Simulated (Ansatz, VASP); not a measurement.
Two plane-wave programs on In3GaN2

```
In Ga N
1.0
     5.97815    0.00000    0.00000
     0.00000    5.97815    0.00000
     0.00000    0.00000    7.58695
In Ga N
3 1 2
Cartesian
  0.0000 2.9891 3.7935
  2.9891 0.0000 3.7935
  2.9891 2.9891 3.7935
  2.9891 2.9891 0.0000
  2.9891 2.9891 5.8418
  2.9891 2.9891 1.7451
```

Alike in both runs: functional PBE; k mesh 6 × 6 × 6; occupations gaussian, width 0.1 eV; no spin polarisation.

Ansatz relaxed the structure, and its values are those at the end. VASP's run is a single point on that final structure, the one shown.

|  | VASP | Ansatz |
| --- | --- | --- |
| version | VASP 6.6.1 | Ansatz 0.2.0 |
| potentials or method | VASP PAW PBE potentials, release 64 (In_d, Ga_d, N), cutoff 520 eV | scalar-relativistic, plane waves, PAW |
| valence electrons in the cell | 62 | 62 |

Ansatz gave:

```
gap on the k mesh at the Fermi level (eV) : none
pressure (GPa)                            : 0.0
rms of the force components (eV/Å)        : 0.003
```

Estimate VASP's values.

gap on the k mesh at the Fermi level (eV): none; pressure (GPa): 0.0; rms of the force components (eV/Å): 0.021.

A gap of «none» marks a metal or a gap that the smearing closes.
